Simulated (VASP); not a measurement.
# Cr (Im-3m) in VASP: a series of runs, part 2 of 2

VASP 6.6.1. The steps go on from the part before.

## Step 6: Single point, PBE (15.44 Å³/atom)

This run uses another cell than the first one, of 15.44 Å³/atom.

The input, INCAR:

```
SYSTEM = Cr
PREC = Accurate ; ENCUT = 520
EDIFF = 1E-6 ; ISMEAR = -1
SIGMA = 0.05 ; LREAL = .False.
LASPH = .True. ; NELM = 100
ALGO = Normal ; ISIF = 2
LWAVE = .False. ; LCHARG = .False.
GGA = PE ; NBANDS = 19
```

The input, KPOINTS:

```
Automatic mesh
0
Gamma
  11 11 11
  0 0 0
```

The input, POSCAR:

```
Cr
1.0
    3.1373006862      0.0000000000      0.0000000000
    0.0000000000      3.1373006862      0.0000000000
    0.0000000000      0.0000000000      3.1373006862
Cr
2
Direct
    0.0000000000      0.0000000000      0.0000000000
    0.5000000000      0.5000000000      0.5000000000
```

Potentials or basis: VASP PAW PBE potentials, release 64 (Cr_pv).

On the command line:

```sh
$ cat potpaw_PBE.64/Cr_pv/POTCAR > POTCAR
$ mpirun -np 1 vasp_std > vasp.out
```

OUTCAR:

```text
SYSTEM = Cr
   PREC = Accurate
   ENCUT = 520
   EDIFF = 1E-6
   ISMEAR = -1
   LREAL = .False.
   LASPH = .True.
   NELM = 100
   ISIF = 2
   GGA = PE

 ion  position               nearest neighbor table
   1  0.000  0.000  0.000-   2 2.72   2 2.72   2 2.72   2 2.72   2 2.72   2 2.72   2 2.72   2 2.72

   2  0.500  0.500  0.500-   1 2.72   1 2.72   1 2.72   1 2.72   1 2.72   1 2.72   1 2.72   1 2.72

  LATTYP: Found a simple cubic cell.
 ALAT       =     3.1373006862

  Lattice vectors:

 A1 = (   3.1373006862,   0.0000000000,   0.0000000000)
 A2 = (   0.0000000000,   3.1373006862,   0.0000000000)
 A3 = (   0.0000000000,   0.0000000000,   3.1373006862)

Analysis of symmetry for initial positions (statically):
=====================================================================
 Subroutine PRICEL returns following result:

  LATTYP: Found a body centered cubic cell.
 ALAT       =     3.1373006862

  Lattice vectors:

 A1 = (   1.5686503431,   1.5686503431,  -1.5686503431)
 A2 = (  -1.5686503431,   1.5686503431,   1.5686503431)
 A3 = (   1.5686503431,  -1.5686503431,   1.5686503431)

   2 primitive cells build up your supercell.

 Routine SETGRP: Setting up the symmetry group for a
 simple cubic supercell.

 Subroutine GETGRP returns: Found 48 space group operations
 (whereof 48 operations were pure point group operations)
 out of a pool of 48 trial point group operations.

The static configuration has the point symmetry O_h .

Analysis of symmetry for dynamics (positions and initial velocities):
=====================================================================
 Subroutine PRICEL returns following result:

  LATTYP: Found a body centered cubic cell.
 ALAT       =     3.1373006862

  Lattice vectors:
[... 123 lines left out ...]
   NELECT =      24.0000    total number of electrons
   NUPDOWN=      -1.0000    fix difference up-down
   EMIN   =  10.00;   EMAX   =-10.00  energy-range for DOS
   EFERMI =   0.00;   METHOD = LEGACY
   ISMEAR =    -1;   SIGMA  =   0.05  broadening in eV -4-tet -1-fermi 0-gaus
   EFERMI_NEDOS =   21; number of points for ismear=-14 and -15
   IALGO  =     38    algorithm
   IMIX   =      4    mixing-type and parameters
     AMIX     =   0.40;   BMIX     =  1.00
     AMIX_MAG =   1.60;   BMIX_MAG =  1.00
  volume/ion in A,a.u.               =      15.44       104.19
  Fermi-wavevector in a.u.,A,eV,Ry     =   1.505182  2.844382 30.825002  2.265574
  Thomas-Fermi vector in A             =   2.616064
   LORBIT       =      0    0 simple, 1 ext, 2 COOP (PROOUT), +10 PAW based schemes
   GGA     = PE    functional components
   LHFCALC =     F    Hartree Fock is set to
   AEXX    =    0.0000 exact exchange contribution
   IVDW    =     0    specifies the selected vdW correction
   LEPSILON=     F    determine dielectric tensor
   LRPA    =     F    only Hartree local field effects (RPA)
 non-spin polarized calculation
  energy-cutoff  :      520.00
  volume of cell :       30.88
 maximum number of plane-waves:       849
 NGX is ok and might be reduce to    24
   NGX = 11   NGY = 11   NGZ = 11

 number of electron      24.0000012 magnetization

 Free energy of the ion-electron system (eV)
  ---------------------------------------------------
  ext. energy  EPLUGINS =         0.00000000
  ---------------------------------------------------
  free energy    TOTEN  =       -17.77327505 eV

  energy without entropy =      -17.75584728  energy(sigma->0) =      -17.76456116

 E-fermi :   7.3258     XC(G=0): -12.0717

 val. band max:        7.3205344115   @ k =   0.4545   0.4545   0.0909
 cond. band min:       7.3348173114   @ k =   0.3636   0.0000   0.0000
 fundamental gap:      0.0142828999
 Fermi energy:         7.3257833146

 k-point     1 :       0.0000    0.0000    0.0000
  band No.  band energies     occupation
      1     -35.9356      2.00000
      2     -35.9356      2.00000
      3     -35.9356      2.00000
      4     -35.6838      2.00000
      5     -35.6838      2.00000
      6     -35.6838      2.00000
[... 505 lines left out ...]
      6     -35.7027      2.00000
[... 11 lines left out ...]
     18      11.9126      0.00000
     19      14.3525      0.00000

 [... further k-points ...]

------------------------ aborting loop because EDIFF is reached ----------------------------------------

  FORCE on cell =-STRESS in cart. coord.  units (eV):
  Direction    XX          YY          ZZ          XY          YZ          ZX
  --------------------------------------------------------------------------------------
  -------------------------------------------------------------------------------------
  Total       -7.6694946     -7.6694946     -7.6694946      0.0000000      0.0000000      0.0000000
  in kB     -397.9320263   -397.9320263   -397.9320263      0.0000000      0.0000000      0.0000000
  external PRESSURE =    -397.9320263 kB  Pullay stress =       0.0000000 kB

 VOLUME and BASIS-vectors are now :
 -----------------------------------------------------------------------------
  energy-cutoff  :      520.00
  volume of cell :       30.88
      direct lattice vectors                 reciprocal lattice vectors
     3.137300686  0.000000000  0.000000000     0.318745348  0.000000000  0.000000000
     0.000000000  3.137300686  0.000000000     0.000000000  0.318745348  0.000000000
     0.000000000  0.000000000  3.137300686     0.000000000  0.000000000  0.318745348

 POSITION                                       TOTAL-FORCE (eV/Angst)
 -----------------------------------------------------------------------------------
      0.00000      0.00000      0.00000        -0.000000      0.000000     -0.000000
      1.56865      1.56865      1.56865         0.000000     -0.000000      0.000000
 -----------------------------------------------------------------------------------
    total drift:                                0.000000      0.000000     -0.000000

  FREE ENERGIE OF THE ION-ELECTRON SYSTEM (eV)
  ---------------------------------------------------
  free  energy   TOTEN  =       -17.7732750479 eV

  energy  without entropy=      -17.7558472788  energy(sigma->0) =      -17.76456116
```

OSZICAR:

```text
N       E                     dE             d eps       ncg     rms          rms(c)
DAV:   1     0.241598328203E+03    0.24160E+03   -0.14053E+04  2128   0.146E+03
DAV:   2    -0.133978825405E+02   -0.25500E+03   -0.25001E+03  2167   0.427E+02
DAV:   3    -0.216015017869E+02   -0.82036E+01   -0.80389E+01  2289   0.910E+01
DAV:   4    -0.217477898796E+02   -0.14629E+00   -0.14608E+00  2828   0.110E+01
DAV:   5    -0.217512831699E+02   -0.34933E-02   -0.34902E-02  2535   0.137E+00    0.148E+01
DAV:   6    -0.179168721783E+02    0.38344E+01   -0.23564E+01  2205   0.519E+01    0.383E+00
DAV:   7    -0.177831284235E+02    0.13374E+00   -0.11757E+00  2362   0.118E+01    0.178E+00
DAV:   8    -0.177738291571E+02    0.92993E-02   -0.60635E-02  2632   0.143E+00    0.501E-01
DAV:   9    -0.177733643057E+02    0.46485E-03   -0.27482E-03  2673   0.417E-01    0.929E-02
DAV:  10    -0.177734285247E+02   -0.64219E-04   -0.21020E-03  2284   0.439E-01    0.893E-02
DAV:  11    -0.177732767084E+02    0.15182E-03   -0.80791E-04  2311   0.288E-01    0.817E-03
DAV:  12    -0.177732748916E+02    0.18168E-05   -0.13729E-05  2992   0.269E-02    0.211E-03
DAV:  13    -0.177732750479E+02   -0.15621E-06   -0.23898E-07  1458   0.399E-03
   1 F= -.17773275E+02 E0= -.17764561E+02  d E =-.174278E-01
```

stdout:

```text
POSCAR found type information on POSCAR Cr
 POSCAR found :  1 types and       2 ions
 scaLAPACK will be used
 LDA part: xc-table for (Slater+PW92), standard interpolation
 POSCAR, INCAR and KPOINTS ok, starting setup
 FFT: planning ... GRIDC
 FFT: planning ... GRID_SOFT
 FFT: planning ... GRID
 WAVECAR not read
 entering main loop
```

Run time: 26 s. Hardware: 1 thread of Intel Xeon Platinum 8259CL at 2.50GHz (Skylake/Cascade Lake), shared host; peak memory 0.15 GiB.

What came out:

```
Free energy            : -17.7733 eV
Pressure               : -39.8 GPa
Band gap on the k mesh : zero (bands 12 and 13 overlap by 0.59 eV)
```

Caveat: the cell stands under tension; the run has no spin polarisation, though such a crystal can be magnetic.

## Step 7: Overview

```csv
cell,gap on the mesh (eV),pressure (GPa)
"a = 2.919 Å, 2 atoms",none,-16.6
"a = 2.969 Å, 2 atoms",none,-25.0
"a = 3.018 Å, 2 atoms",none,-31.0
"a = 3.065 Å, 2 atoms",none,-35.4
"a = 3.137 Å, 2 atoms",none,-39.8
```

Alike in all rows: task single point; level PBE; potentials or basis VASP PAW PBE potentials, release 64 (Cr_pv); no spin polarisation; k mesh 11 × 11 × 11; cutoff (eV) 520; smearing fermi-dirac 0.05 eV.

Caveats: the cell stands under tension; the run has no spin polarisation, though such a crystal can be magnetic.

Total energies depend on the potentials used, so only differences within one code and one set of settings carry meaning.
